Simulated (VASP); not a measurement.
# Sc (Fm-3m) in VASP: further runs

Runs on Sc. Level: LDA. Tasks: single point.

Program: VASP 6.6.1. These are calculated values, not measurements. Logs are shortened: lines on timing, memory, paths and dates and some standing lists are left out, and cuts for length are marked.

## 1. The cell of the first run

Symmetry: Fm-3m, No. 225, cubic system. The conventional cell has a = 4.520 Å, b = 4.520 Å, c = 4.520 Å, α = 90.00°, β = 90.00°, γ = 90.00°. Within 4.2 Å of Sc (site symmetry m-3m) lie 12 Sc at 3.20 Å.

This isn't the form of Sc at room conditions, which is hcp.

## 2. Single point, LDA, collinear spin

File INCAR:

```
ALGO = Normal
EDIFF = 1E-7
ENCUT = 520
ISIF = 2
ISMEAR = -1
ISPIN = 2
LASPH = T
LCHARG = F
LMAXMIX = 4
LORBIT = 11
LREAL = F
LWAVE = F
MAGMOM = 1.6
NBANDS = 16
NELM = 150
NUPDOWN = 1.6
PREC = Accurate
SIGMA = 0.03
```

File KPOINTS:

```
k-points
0
Gamma
  13 13 13
```

File POSCAR:

```
Sc
1.0
    0.0000000000      2.2600000000      2.2600000000
    2.2600000000      0.0000000000      2.2600000000
    2.2600000000      2.2600000000      0.0000000000
Sc
1
Direct
    0.0000000000      0.0000000000      0.0000000000
```

Potentials or basis: VASP PAW LDA potentials, release 64 (Sc_sv).

Launch:

```bash
$ cat potpaw_LDA.64/Sc_sv/POTCAR > POTCAR
$ mpirun -np 1 vasp_std > vasp.out
```

OUTCAR:

```text
EDIFF = 1E-7
   ENCUT = 520
   ISIF = 2
   ISMEAR = -1
   ISPIN = 2
   LASPH = T
   LORBIT = 11
   LREAL = F
   NELM = 150
   NUPDOWN = 1.6
   PREC = Accurate

 ion  position               nearest neighbor table
   1  0.000  0.000  0.000-

  LATTYP: Found a face centered cubic cell.
 ALAT       =     4.5200000000

  Lattice vectors:

 A1 = (   0.0000000000,   2.2600000000,   2.2600000000)
 A2 = (   2.2600000000,   0.0000000000,   2.2600000000)
 A3 = (   2.2600000000,   2.2600000000,   0.0000000000)

Analysis of symmetry for initial positions (statically):
=====================================================================
 Subroutine PRICEL returns:
 Original cell was already a primitive cell.

 Routine SETGRP: Setting up the symmetry group for a
 face centered cubic supercell.

 Subroutine GETGRP returns: Found 48 space group operations
 (whereof 48 operations were pure point group operations)
 out of a pool of 48 trial point group operations.

The static configuration has the point symmetry O_h .

Analysis of symmetry for dynamics (positions and initial velocities):
=====================================================================
 Subroutine PRICEL returns:
 Original cell was already a primitive cell.

 Routine SETGRP: Setting up the symmetry group for a
 face centered cubic supercell.

 Subroutine GETGRP returns: Found 48 space group operations
 (whereof 48 operations were pure point group operations)
 out of a pool of 48 trial point group operations.

The dynamic configuration has the point symmetry O_h .

Analysis of structural, dynamic, and magnetic symmetry:
=====================================================================
 Subroutine PRICEL returns:
 Original cell was already a primitive cell.

 Routine SETGRP: Setting up the symmetry group for a
 face centered cubic supercell.

 Subroutine GETGRP returns: Found 48 space group operations
 (whereof 48 operations were pure point group operations)
 out of a pool of 48 trial point group operations.

The overall configuration has the point symmetry O_h .

 Subroutine INISYM returns: Found 48 space group operations
 (whereof 48 operations are pure point group operations),
 and found     1 'primitive' translations

----------------------------------------------------------------------------------------

                                     Primitive cell

  volume of cell :      23.0864
[... 100 lines left out ...]
   EMIN   =  10.00;   EMAX   =-10.00  energy-range for DOS
   EFERMI =   0.00;   METHOD = LEGACY
   ISMEAR =    -1;   SIGMA  =   0.03  broadening in eV -4-tet -1-fermi 0-gaus
   EFERMI_NEDOS =   21; number of points for ismear=-14 and -15
   IALGO  =     38    algorithm
   IMIX   =      4    mixing-type and parameters
     AMIX     =   0.40;   BMIX     =  1.00
     AMIX_MAG =   1.60;   BMIX_MAG =  1.00
  volume/ion in A,a.u.               =      23.09       155.79
  Fermi-wavevector in a.u.,A,eV,Ry     =   1.278657  2.416311 22.245021  1.634963
  Thomas-Fermi vector in A             =   2.411187
   LORBIT       =     11    0 simple, 1 ext, 2 COOP (PROOUT), +10 PAW based schemes
   GGA     = CA    functional components
   LHFCALC =     F    Hartree Fock is set to
   AEXX    =    0.0000 exact exchange contribution
   IVDW    =     0    specifies the selected vdW correction
   LEPSILON=     F    determine dielectric tensor
   LRPA    =     F    only Hartree local field effects (RPA)
 spin polarized calculation
  energy-cutoff  :      520.00
  volume of cell :       23.09
 maximum number of plane-waves:       632
   NGX = 11   NGY = 11   NGZ = 11

 number of electron      11.0000000 magnetization       1.6000000

 Free energy of the ion-electron system (eV)
  ---------------------------------------------------
  ext. energy  EPLUGINS =         0.00000000
  ---------------------------------------------------
  free energy    TOTEN  =        -6.30275995 eV

  energy without entropy =       -6.29752250  energy(sigma->0) =       -6.30014123

 E-fermi :   3.2886     XC(G=0): -10.3370

 val. band max:        4.4512897100   @ k =  -0.3846   0.2308   0.0769
 cond. band min:       3.2984722624   @ k =  -0.4615   0.2308   0.0769
 fundamental gap:     -1.1528174475
 Fermi energy:         4.4605930757

 spin component 1

 k-point     1 :       0.0000    0.0000    0.0000
  band No.  band energies     occupation
      1     -44.9024      1.00000
      2     -23.6231      1.00000
      3     -23.6231      1.00000
      4     -23.6231      1.00000
      5      -1.8556      1.00000
      6       5.2079      0.00000
[... 435 lines left out ...]
      5       1.7440      1.00000
      6       3.5206      1.00000
[... 8 lines left out ...]
     15      23.9879      0.00000
     16      24.1270      0.00000

 [... further k-points ...]

 spin component 2

 k-point     1 :       0.0000    0.0000    0.0000
  band No.  band energies     occupation
      1     -44.2306      1.00000
      2     -22.9393      1.00000
      3     -22.9393      1.00000
      4     -22.9393      1.00000
      5      -0.6922      1.00000
      6       6.1166      0.00000
[... 435 lines left out ...]
      5       2.8558      1.00000
      6       4.5510      0.00000
[... 8 lines left out ...]
     15      25.0556      0.00000
     16      25.2129      0.00000

 [... further k-points ...]

------------------------ aborting loop because EDIFF is reached ----------------------------------------

  FORCE on cell =-STRESS in cart. coord.  units (eV):
  Direction    XX          YY          ZZ          XY          YZ          ZX
  --------------------------------------------------------------------------------------
  -------------------------------------------------------------------------------------
  Total        0.4261729      0.4261729      0.4261729      0.0000000      0.0000000      0.0000000
  in kB       29.5761166     29.5761166     29.5761166      0.0000000      0.0000000      0.0000000
  external PRESSURE =      29.5761166 kB  Pullay stress =       0.0000000 kB

 VOLUME and BASIS-vectors are now :
 -----------------------------------------------------------------------------
  energy-cutoff  :      520.00
  volume of cell :       23.09
      direct lattice vectors                 reciprocal lattice vectors
     0.000000000  2.260000000  2.260000000    -0.221238938  0.221238938  0.221238938
     2.260000000  0.000000000  2.260000000     0.221238938 -0.221238938  0.221238938
     2.260000000  2.260000000  0.000000000     0.221238938  0.221238938 -0.221238938

 POSITION                                       TOTAL-FORCE (eV/Angst)
 -----------------------------------------------------------------------------------
      0.00000      0.00000      0.00000         0.000000      0.000000      0.000000
 -----------------------------------------------------------------------------------
    total drift:                               -0.000000     -0.000000     -0.000000

  FREE ENERGIE OF THE ION-ELECTRON SYSTEM (eV)
  ---------------------------------------------------
  free  energy   TOTEN  =        -6.3027599504 eV

  energy  without entropy=       -6.2975225032  energy(sigma->0) =       -6.30014123

 total charge

# of ion       s       p       d       tot
------------------------------------------
    1        2.278   6.117   1.111   9.506

 magnetization (x)

# of ion       s       p       d       tot
------------------------------------------
    1        0.025   0.113   0.834   0.971
```

OSZICAR:

```text
N       E                     dE             d eps       ncg     rms          rms(c)
DAV:   1     0.722673639102E+02    0.72267E+02   -0.47519E+03  5544   0.696E+02
DAV:   2    -0.521301684846E+01   -0.77480E+02   -0.74862E+02  5552   0.223E+02
DAV:   3    -0.650368888224E+01   -0.12907E+01   -0.12877E+01  7400   0.372E+01
DAV:   4    -0.651833331494E+01   -0.14644E-01   -0.14644E-01  6088   0.296E+00
DAV:   5    -0.651872841230E+01   -0.39510E-03   -0.39510E-03  8336   0.540E-01    0.765E+00
DAV:   6    -0.632073307246E+01    0.19800E+00   -0.56367E-01  7104   0.746E+00    0.323E+00
DAV:   7    -0.630529944354E+01    0.15434E-01   -0.96630E-02  7496   0.451E+00    0.118E+00
DAV:   8    -0.630489523939E+01    0.40420E-03   -0.66951E-03  7968   0.791E-01    0.373E-01
DAV:   9    -0.630199252600E+01    0.29027E-02   -0.27518E-03  6112   0.624E-01    0.250E-01
DAV:  10    -0.630273681084E+01   -0.74428E-03   -0.30598E-04  7832   0.202E-01    0.363E-02
DAV:  11    -0.630275646120E+01   -0.19650E-04   -0.18833E-05  6632   0.330E-02    0.108E-02
DAV:  12    -0.630275946848E+01   -0.30073E-05   -0.11093E-06  6408   0.782E-03    0.568E-03
DAV:  13    -0.630275994529E+01   -0.47681E-06   -0.93293E-08  6304   0.245E-03    0.785E-04
DAV:  14    -0.630275995036E+01   -0.50700E-08   -0.74153E-09  3216   0.652E-04
   1 F= -.63027600E+01 E0= -.63001412E+01  d E =-.523745E-02  mag=     1.6000
```

stdout:

```text
POSCAR found type information on POSCAR Sc
 POSCAR found :  1 types and       1 ions
 scaLAPACK will be used
 LDA part: xc-table for (Slater(with rela. corr.)+CA(PZ))
 , standard interpolation
 POSCAR, INCAR and KPOINTS ok, starting setup
 FFT: planning ... GRIDC
 FFT: planning ... GRID_SOFT
 FFT: planning ... GRID
 WAVECAR not read
 entering main loop
```

Wall time 40 s (1 thread of AMD EPYC 7R13 (Zen 3), shared host); peak memory 0.13 GiB.

Results:

```yaml
Free_energy: -6.3028 eV
Pressure: 3.0 GPa
Net_moment: 1.60 μB per cell
Site_moments: Sc +0.97 μB
Valence_electrons_inside_the_program's_atomic_spheres: Sc 9.51
```

Caveat: the total moment is fixed, so each spin has its own Fermi level.

## 3. Single point, LDA, collinear spin

File INCAR:

```
SYSTEM = Sc
ALGO = Normal
EDIFF = 1E-6
ENCUT = 520
ISIF = 2
ISMEAR = -1
ISPIN = 2
LASPH = .TRUE.
LCHARG = .FALSE.
LMAXMIX = 4
LORBIT = 11
LREAL = .FALSE.
LWAVE = .FALSE.
MAGMOM = 1.6
NBANDS = 16
NELM = 150
NUPDOWN = 1.6
PREC = Accurate
SIGMA = 0.03
```

File KPOINTS:

```
k-points
0
G
  13 13 13
  0 0 0
```

POSCAR is that of step 2.

Potentials or basis: VASP PAW LDA potentials, release 64 (Sc_sv).

Launch:

```bash
$ cat potpaw_LDA.64/Sc_sv/POTCAR > POTCAR
$ mpirun -np 1 vasp_std > vasp.out
```

Wall time 37 s (1 thread of AMD EPYC 7R13 (Zen 3), shared host); peak memory 0.13 GiB.

It converged, with:

```yaml
Free_energy: -6.3028 eV
Pressure: 3.0 GPa
Net_moment: 1.60 μB per cell
Site_moments: Sc +0.97 μB
Valence_electrons_inside_the_program's_atomic_spheres: Sc 9.51
```

Caveat: the total moment is fixed, so each spin has its own Fermi level.

## 4. Single point, LDA, collinear spin, zero start

File INCAR:

```
SYSTEM = Sc
PREC = Accurate
ENCUT = 520
EDIFF = 1E-7
ISMEAR = -1
SIGMA = 0.03
LREAL = .False.
LASPH = .True.
NELM = 150
ALGO = Normal
ISIF = 2
LWAVE = .False.
LCHARG = .False.
ISPIN = 2
MAGMOM = 0
LORBIT = 11
NUPDOWN = 0.0
LMAXMIX = 4
GGA = CA
NBANDS = 16
```

File KPOINTS:

```
regular mesh
0
Gamma
  13 13 13
  0 0 0
```

POSCAR is that of step 3.

Potentials or basis: VASP PAW LDA potentials, release 64 (Sc_sv).

Launch:

```bash
$ cat potpaw_LDA.64/Sc_sv/POTCAR > POTCAR
$ mpirun -np 1 vasp_std > vasp.out
```

OUTCAR:

```text
SYSTEM = Sc
   PREC = Accurate
   ENCUT = 520
   EDIFF = 1E-7
   ISMEAR = -1
   LREAL = .False.
   LASPH = .True.
   NELM = 150
   ISIF = 2
   ISPIN = 2
   LORBIT = 11
   NUPDOWN = 0.0
   GGA = CA

 ion  position               nearest neighbor table
   1  0.000  0.000  0.000-

  LATTYP: Found a face centered cubic cell.
 ALAT       =     4.5200000000

  Lattice vectors:

 A1 = (   0.0000000000,   2.2600000000,   2.2600000000)
 A2 = (   2.2600000000,   0.0000000000,   2.2600000000)
 A3 = (   2.2600000000,   2.2600000000,   0.0000000000)

Analysis of symmetry for initial positions (statically):
=====================================================================
 Subroutine PRICEL returns:
 Original cell was already a primitive cell.

 Routine SETGRP: Setting up the symmetry group for a
 face centered cubic supercell.

 Subroutine GETGRP returns: Found 48 space group operations
 (whereof 48 operations were pure point group operations)
 out of a pool of 48 trial point group operations.

The static configuration has the point symmetry O_h .

Analysis of symmetry for dynamics (positions and initial velocities):
[... 639 lines left out ...]
 spin component 2

 k-point     1 :       0.0000    0.0000    0.0000
  band No.  band energies     occupation
      1     -44.7419      1.00000
      2     -23.4491      1.00000
      3     -23.4491      1.00000
      4     -23.4491      1.00000
      5      -1.3439      1.00000
      6       5.5296      0.00000
[... 435 lines left out ...]
      5       2.2109      1.00000
      6       3.9466      0.30638
[... 8 lines left out ...]
     15      24.4334      0.00000
     16      24.5866      0.00000

 [... further k-points ...]

------------------------ aborting loop because EDIFF is reached ----------------------------------------

  FORCE on cell =-STRESS in cart. coord.  units (eV):
  Direction    XX          YY          ZZ          XY          YZ          ZX
  --------------------------------------------------------------------------------------
  -------------------------------------------------------------------------------------
  Total       -0.2620439     -0.2620439     -0.2620439      0.0000000     -0.0000000     -0.0000000
  in kB      -18.1856719    -18.1856719    -18.1856719      0.0000000     -0.0000000     -0.0000000
  external PRESSURE =     -18.1856719 kB  Pullay stress =       0.0000000 kB

 VOLUME and BASIS-vectors are now :
 -----------------------------------------------------------------------------
  energy-cutoff  :      520.00
  volume of cell :       23.09
      direct lattice vectors                 reciprocal lattice vectors
     0.000000000  2.260000000  2.260000000    -0.221238938  0.221238938  0.221238938
     2.260000000  0.000000000  2.260000000     0.221238938 -0.221238938  0.221238938
     2.260000000  2.260000000  0.000000000     0.221238938  0.221238938 -0.221238938

 POSITION                                       TOTAL-FORCE (eV/Angst)
 -----------------------------------------------------------------------------------
      0.00000      0.00000      0.00000        -0.000000      0.000000      0.000000
 -----------------------------------------------------------------------------------
    total drift:                                0.000000     -0.000000     -0.000000

  FREE ENERGIE OF THE ION-ELECTRON SYSTEM (eV)
  ---------------------------------------------------
  free  energy   TOTEN  =        -6.6843106692 eV

  energy  without entropy=       -6.6794896989  energy(sigma->0) =       -6.68190018

 total charge

# of ion       s       p       d       tot
------------------------------------------
    1        2.295   6.098   1.097   9.489

 magnetization (x)

# of ion       s       p       d       tot
------------------------------------------
    1       -0.000   0.000   0.000   0.000
```

stdout:

```text
POSCAR found type information on POSCAR Sc
 POSCAR found :  1 types and       1 ions
 scaLAPACK will be used
 LDA part: xc-table for (Slater(with rela. corr.)+CA(PZ))
 , standard interpolation
 POSCAR, INCAR and KPOINTS ok, starting setup
 FFT: planning ... GRIDC
 FFT: planning ... GRID_SOFT
 FFT: planning ... GRID
 WAVECAR not read
 entering main loop
```

It took 13 s on 1 thread of Intel Xeon 6975P-C (Granite Rapids), shared host; peak memory 0.16 GiB.

Results:

| Property | Result |
| --- | --- |
| Free energy | -6.6843 eV |
| Pressure | -1.8 GPa |
| Net moment | 0.00 μB per cell |
| Valence electrons inside the program's atomic spheres | Sc 9.49 |

Caveat: the total moment is fixed, so each spin has its own Fermi level.

(Continued in part 2 of 2.)
